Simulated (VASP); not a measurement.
# B (Cmce) in VASP: further runs

Runs on B. Level: PBE. Tasks: single point.

All numbers are computed with VASP 6.6.1; they aren't measurements. Logs are shortened: lines on timing, memory, paths and dates and some standing lists are left out, and cuts for length are marked.

### Step 1. The cell of the first run

Symmetry: Cmce, No. 64, orthorhombic system. Conventional cell: a = 4.037 Å, b = 2.668 Å, c = 5.442 Å, α = 90.00°, β = 90.00°, γ = 90.00°. B (site symmetry m) has 3 B at 1.50 to 1.97 Å within 2.0 Å.

### Step 2. Single point, PBE

Input file INCAR:

```
SYSTEM = B
PREC = Accurate
ENCUT = 520
EDIFF = 1E-6
ISMEAR = 0
SIGMA = 0.1
LREAL = .FALSE.
LASPH = .TRUE.
NELM = 60
ALGO = Normal
ISIF = 2
LWAVE = .FALSE.
LCHARG = .TRUE.
GGA = PE
LELF = .TRUE.
LVHAR = .TRUE.
NBANDS = 14
```

Input file KPOINTS:

```
Automatic mesh
0
G
  8 8 4
  0 0 0
```

Input file POSCAR:

```
B
1.0
    2.0183250730     -1.3339584735      0.0000000000
    2.0183250730      1.3339584735      0.0000000000
    0.0000000000      0.0000000000      5.4415490596
B
4
Direct
    0.8500000000      0.1500000000      0.1170000000
    0.6500000000      0.3500000000      0.6170000000
    0.1500000000      0.8500000000      0.8830000000
    0.3500000000      0.6500000000      0.3830000000
```

Potentials or basis: VASP PAW PBE potentials, release 64 (B).

On the command line:

```sh
$ cat potpaw_PBE.64/B/POTCAR > POTCAR
$ mpirun -np 1 vasp_std > vasp.out
```

OUTCAR:

```text
SYSTEM = B
   PREC = Accurate
   ENCUT = 520
   EDIFF = 1E-6
   ISMEAR = 0
   LREAL = .FALSE.
   LASPH = .TRUE.
   NELM = 60
   ISIF = 2
   GGA = PE

 ion  position               nearest neighbor table
   1  0.850  0.150  0.117-   3 1.50   4 1.97   4 1.97
   2  0.650  0.350  0.617-   4 1.50   3 1.97   3 1.97
   3  0.150  0.850  0.883-   1 1.50   2 1.97   2 1.97
   4  0.350  0.650  0.383-   2 1.50   1 1.97   1 1.97

  LATTYP: Found a base centered orthorhombic cell.
 ALAT       =     2.6679169470
 B/A-ratio  =     1.5130344108
 C/A-ratio  =     2.0396246089

  Lattice vectors:

 A1 = (  -2.0183250730,  -1.3339584735,   0.0000000000)
 A2 = (   2.0183250730,  -1.3339584735,   0.0000000000)
 A3 = (   0.0000000000,   0.0000000000,   5.4415490596)

Analysis of symmetry for initial positions (statically):
=====================================================================
 Subroutine PRICEL returns:
 Original cell was already a primitive cell.

 Routine SETGRP: Setting up the symmetry group for a
 base centered orthorhombic supercell.

 Subroutine GETGRP returns: Found  8 space group operations
 (whereof  4 operations were pure point group operations)
 out of a pool of  8 trial point group operations.

The static configuration has the point symmetry C_2h.
 The point group associated with its full space group is D_2h.

Analysis of symmetry for dynamics (positions and initial velocities):
=====================================================================
 Subroutine PRICEL returns:
 Original cell was already a primitive cell.

 Routine SETGRP: Setting up the symmetry group for a
 base centered orthorhombic supercell.

 Subroutine GETGRP returns: Found  8 space group operations
 (whereof  4 operations were pure point group operations)
 out of a pool of  8 trial point group operations.

The dynamic configuration has the point symmetry C_2h.
 The point group associated with its full space group is D_2h.

 Subroutine INISYM returns: Found  8 space group operations
 (whereof  4 operations are pure point group operations),
 and found     1 'primitive' translations

----------------------------------------------------------------------------------------

                                     Primitive cell

  volume of cell :      29.3012

  direct lattice vectors                    reciprocal lattice vectors
     2.018325073 -1.333958474  0.000000000     0.247730163 -0.374824262  0.000000000
     2.018325073  1.333958474  0.000000000     0.247730163  0.374824262  0.000000000
     0.000000000  0.000000000  5.441549060     0.000000000  0.000000000  0.183771200

  length of vectors
     2.419314223  2.419314223  5.441549060     0.449292178  0.449292178  0.183771200

  position of ions in fractional coordinates (direct lattice)
     0.850000000  0.150000000  0.117000000
     0.650000000  0.350000000  0.617000000
     0.150000000  0.850000000  0.883000000
     0.350000000  0.650000000  0.383000000

  ion indices of the primitive-cell ions
   primitive index   ion index
                 1           1
                 2           2
                 3           3
                 4           4

----------------------------------------------------------------------------------------

 KPOINTS: Automatic mesh

Automatic generation of k-mesh.
 Grid dimensions read from file:
 generate k-points for:    8    8    4

 Generating k-lattice:

  Cartesian coordinates                     Fractional coordinates (reciprocal lattice)
     0.030966270 -0.046853033  0.000000000     0.125000000  0.000000000  0.000000000
     0.030966270  0.046853033  0.000000000     0.000000000  0.125000000  0.000000000
     0.000000000  0.000000000  0.045942800     0.000000000  0.000000000  0.250000000

  Length of vectors
     0.056161522  0.056161522  0.045942800

  Shift w.r.t. Gamma in fractional coordinates (k-lattice)
     0.000000000  0.000000000  0.000000000

 Subroutine IBZKPT returns following result:
 ===========================================

 Found     63 irreducible k-points:

 Following reciprocal coordinates:
            Coordinates               Weight
  0.000000  0.000000  0.000000      1.000000
  0.125000  0.000000  0.000000      4.000000
  0.250000  0.000000  0.000000      4.000000
  0.375000 -0.000000  0.000000      4.000000
  0.500000  0.000000  0.000000      2.000000
  0.125000  0.125000  0.000000      2.000000
[... 16 lines left out ...]
  0.125000  0.000000  0.250000      8.000000
  0.250000  0.000000  0.250000      8.000000
 [... further k-points ...]
   k-points           NKPTS =     63   k-points in BZ     NKDIM =     63   number of bands    NBANDS=     14
   number of dos      NEDOS =    301   number of ions     NIONS =      4
   total plane-waves  NPLWV =  12960
   dimension x,y,z NGX =    18 NGY =   18 NGZ =   40
   dimension x,y,z NGXF=    36 NGYF=   36 NGZF=   80
   ions per type =               4
   NGX,Y,Z   is equivalent  to a cutoff of  12.37, 12.37, 12.22 a.u.
   NGXF,Y,Z  is equivalent  to a cutoff of  24.74, 24.74, 24.44 a.u.
 SYSTEM =  B
   PREC   = accura    normal or accurate (medium, high low for compatibility)
   ISTART =      0    job   : 0-new  1-cont  2-samecut
   ICHARG =      2    charge: 1-file 2-atom 10-const
   ISPIN  =      1    spin polarized calculation?
   LNONCOLLINEAR =      F non collinear calculations
   LSORBIT =      F    spin-orbit coupling
   LASPH  =      T    aspherical Exc in radial PAW
   ENCUT  =  520.0 eV  38.22 Ry    6.18 a.u.   4.50  4.50 10.12*2*pi/ulx,y,z
   NELM   =     60;   NELMIN=  2; NELMDL= -5     # of ELM steps
   EDIFF  = 0.1E-05   stopping-criterion for ELM
   LREAL  =      F    real-space projection
   EDIFFG = 0.1E-04   stopping-criterion for IOM
   NSW    =      0    number of steps for IOM
   IBRION =     -1    ionic relax: 0-MD 1-quasi-New 2-CG
   NFREE  =      0    steps in history (QN), initial steepest desc. (CG)
   ISIF   =      2    stress and relaxation
   ISYM   =      2    0-nonsym 1-usesym 2-fastsym
   POTIM  = 0.5000    time-step for ionic-motion
   TEBEG  =    0.0;   TEEND  =   0.0 temperature during run
   PSTRESS=    0.0 pullay stress
   NELECT =      12.0000    total number of electrons
   NUPDOWN=      -1.0000    fix difference up-down
   EMIN   =  10.00;   EMAX   =-10.00  energy-range for DOS
   EFERMI =   0.00;   METHOD = LEGACY
   ISMEAR =     0;   SIGMA  =   0.10  broadening in eV -4-tet -1-fermi 0-gaus
   EFERMI_NEDOS =   21; number of points for ismear=-14 and -15
   IALGO  =     38    algorithm
   IMIX   =      4    mixing-type and parameters
     AMIX     =   0.40;   BMIX     =  1.00
     AMIX_MAG =   1.60;   BMIX_MAG =  1.00
  volume/ion in A,a.u.               =       7.33        49.43
  Fermi-wavevector in a.u.,A,eV,Ry     =   1.215738  2.297411 20.109661  1.478018
  Thomas-Fermi vector in A             =   2.351115
   LORBIT       =      0    0 simple, 1 ext, 2 COOP (PROOUT), +10 PAW based schemes
   GGA     = PE    functional components
   LHFCALC =     F    Hartree Fock is set to
   AEXX    =    0.0000 exact exchange contribution
   IVDW    =     0    specifies the selected vdW correction
   LEPSILON=     F    determine dielectric tensor
   LRPA    =     F    only Hartree local field effects (RPA)
 non-spin polarized calculation
 Gauss-broadening in eV      SIGMA  =   0.10
  energy-cutoff  :      520.00
  volume of cell :       29.30
 maximum number of plane-waves:       804
 NGX is ok and might be reduce to    18
   NGX =  9   NGY =  9   NGZ = 21

 number of electron      12.0000001 magnetization

 Free energy of the ion-electron system (eV)
  ---------------------------------------------------
  ext. energy  EPLUGINS =         0.00000000
  ---------------------------------------------------
  free energy    TOTEN  =       -20.54493330 eV

  energy without entropy =      -20.54133353  energy(sigma->0) =      -20.54313342

 E-fermi :   6.9690     XC(G=0): -11.9469

 val. band max:        6.9670135499   @ k =   0.3750   0.2500   0.5000
 cond. band min:       7.0035569924   @ k =  -0.1250   0.1250   0.2500
 fundamental gap:      0.0365434426
 Fermi energy:         6.9689779910

 k-point     1 :       0.0000    0.0000    0.0000
  band No.  band energies     occupation
      1      -8.7366      2.00000
      2      -5.1610      2.00000
      3      -4.3577      2.00000
      4       3.6337      2.00000
      5      10.2196      0.00000
      6      11.8463      0.00000
      7      12.3641      0.00000
      8      14.5043      0.00000
      9      14.5150      0.00000
     10      15.0448      0.00000
     11      16.0560      0.00000
     12      16.3300      0.00000
     13      17.3734      0.00000
     14      19.5544      0.00000

 k-point     2 :       0.1250    0.0000    0.0000
  band No.  band energies     occupation
      1      -8.3515      2.00000
      2      -4.7993      2.00000
      3      -3.9775      2.00000
      4       3.9375      2.00000
      5       8.3355      0.00000
      6      11.4269      0.00000
      7      12.5751      0.00000
      8      12.5908      0.00000
      9      12.9564      0.00000
     10      13.9929      0.00000
     11      15.6546      0.00000
     12      16.7779      0.00000
     13      17.7444      0.00000
     14      19.2159      0.00000

 k-point     3 :       0.2500    0.0000    0.0000
  band No.  band energies     occupation
      1      -7.1984      2.00000
      2      -3.7323      2.00000
      3      -2.8579      2.00000
      4       4.5737      2.00000
      5       4.5988      2.00000
      6       8.9502      0.00000
      7       9.5532      0.00000
      8      11.5549      0.00000
      9      12.6897      0.00000
     10      13.3414      0.00000
     11      14.2930      0.00000
     12      15.5666      0.00000
     13      17.5152      0.00000
     14      18.5734      0.00000
[... 324 lines left out ...]
 k-point    23 :       0.1250    0.0000    0.2500
  band No.  band energies     occupation
      1      -8.1029      2.00000
      2      -6.1427      2.00000
      3      -2.2053      2.00000
      4       2.6659      2.00000
      5       8.6787      0.00000
      6      10.5033      0.00000
      7      12.8428      0.00000
      8      13.0838      0.00000
      9      13.7643      0.00000
     10      14.7465      0.00000
     11      15.7335      0.00000
     12      16.5837      0.00000
     13      17.1494      0.00000
     14      19.0762      0.00000

 k-point    24 :       0.2500    0.0000    0.2500
  band No.  band energies     occupation
      1      -6.9528      2.00000
      2      -5.0234      2.00000
      3      -1.1690      2.00000
      4       3.2781      2.00000
      5       5.2151      2.00000
      6       7.4612      0.00000
      7      10.8091      0.00000
      8      11.6737      0.00000
      9      12.5607      0.00000
     10      14.1508      0.00000
     11      14.5886      0.00000
     12      15.3622      0.00000
     13      16.5933      0.00000
     14      19.2776      0.00000

 [... further k-points ...]
[... 5 lines left out ...]
  --------------------------------------------------------------------------------------
  -------------------------------------------------------------------------------------
  Total       -1.3546007      0.1619298      8.0316947      0.0000000      0.0000000      0.0000000
  in kB      -74.0689011      8.8542418    439.1691306      0.0000000      0.0000000      0.0000000
  external PRESSURE =     124.6514904 kB  Pullay stress =       0.0000000 kB

 VOLUME and BASIS-vectors are now :
 -----------------------------------------------------------------------------
  energy-cutoff  :      520.00
  volume of cell :       29.30
      direct lattice vectors                 reciprocal lattice vectors
     2.018325073 -1.333958474  0.000000000     0.247730163 -0.374824262  0.000000000
     2.018325073  1.333958474  0.000000000     0.247730163  0.374824262  0.000000000
     0.000000000  0.000000000  5.441549060     0.000000000  0.000000000  0.183771200

 POSITION                                       TOTAL-FORCE (eV/Angst)
 -----------------------------------------------------------------------------------
      2.01833     -0.93377      0.63666         0.000000      0.854564      5.447166
      2.01833     -0.40019      3.35744         0.000000     -0.854564      5.447166
      2.01833      0.93377      4.80489         0.000000     -0.854564     -5.447166
      2.01833      0.40019      2.08411         0.000000      0.854564     -5.447166
 -----------------------------------------------------------------------------------
    total drift:                                0.000000     -0.000000     -0.000000

  FREE ENERGIE OF THE ION-ELECTRON SYSTEM (eV)
  ---------------------------------------------------
  free  energy   TOTEN  =       -20.5449333042 eV

  energy  without entropy=      -20.5413335320  energy(sigma->0) =      -20.54313342
```

It took 20 s on 1 thread of Intel Xeon 8259CL, shared host; peak memory 0.14 GiB.

Results:

| Quantity | Value |
| --- | --- |
| Free energy | -20.5449 eV |
| Pressure | 12.5 GPa |
| Largest force | 5.514 eV/Å |
| Band gap on the k mesh | zero (bands 6 and 7 overlap by 7.36 eV) |

Forces on the atoms (eV/Å):
```
B    0.000  0.855  5.447
B    0.000 -0.855  5.447
B    0.000 -0.855 -5.447
B    0.000  0.855 -5.447
```

Caveat: the stress differs along the axes, from -7 to 44 GPa; forces of over 1 eV/Å act on the atoms, so gaps and moduli don't describe the material at rest.

### Step 3. Single point, PBE

This run uses another cell than the first one, of 6.39 Å³/atom.

Input file INCAR:

```
SYSTEM = B
PREC = Accurate ; ENCUT = 520
EDIFF = 1E-7 ; ISMEAR = 0
SIGMA = 0.1 ; LREAL = .False.
LASPH = .True. ; NELM = 100
ALGO = Normal ; ISIF = 2
LWAVE = .False. ; LCHARG = .False.
GGA = PE ; NBANDS = 14
```

Input file KPOINTS:

```
Automatic mesh
0
Gamma
  8 8 6
  0 0 0
```

Input file POSCAR:

```
B
1.0
    1.4702177136     -2.6618213420      0.0000000000
    1.4702177136      2.6618213420      0.0000000000
    0.0000000000      0.0000000000      3.2631294287
B
4
Direct
    0.1561814706      0.8438185294      0.9095687481
    0.6561814706      0.3438185294      0.5904312519
    0.8438185294      0.1561814706      0.0904312519
    0.3438185294      0.6561814706      0.4095687481
```

Potentials or basis: VASP PAW PBE potentials, release 64 (B).

On the command line:

```sh
$ cat potpaw_PBE.64/B/POTCAR > POTCAR
$ mpirun -np 1 vasp_std > vasp.out
```

Wall time 19 s (1 thread of Intel Xeon 8259CL, shared host); peak memory 0.14 GiB.

Results (log left out):

```yaml
Free_energy: -25.7195 eV
Pressure: 0.0 GPa
Largest_force: 0.004 eV/Å
Band_gap_on_the_k_mesh: zero (bands 6 and 7 overlap by 0.99 eV)
```

Forces on the atoms (eV/Å):
```
B    0.000 -0.004 -0.002
B    0.000 -0.004  0.002
B    0.000  0.004  0.002
B    0.000  0.004 -0.002
```

Levels at points of the mesh, in eV from the Fermi level:
| k point | band 4 | band 5 | band 6 | band 7 | band 8 | band 9 |
| --- | --- | --- | --- | --- | --- | --- |
| (0.00, 0.00, 0.00) | -4.58 | -3.48 | 0.54 | 0.89 | 2.47 | 2.61 |
| (0.50, 0.00, 0.00) | -5.62 | -4.57 | -4.57 | 1.54 | 1.54 | 5.97 |
| (0.50, 0.50, 0.00) | -5.33 | -3.54 | -1.83 | -0.45 | 0.66 | 4.61 |
| (0.00, 0.00, 0.50) | -1.91 | -1.49 | -1.49 | 0.90 | 0.90 | 6.45 |
| (0.50, 0.00, 0.50) | -10.46 | -4.29 | -4.29 | 2.01 | 2.01 | 10.26 |
| (0.50, 0.50, 0.50) | -9.26 | -3.85 | -3.85 | 0.79 | 0.79 | 9.15 |

The gap in the log of VASP goes by the Fermi energy; the results here count the filled bands.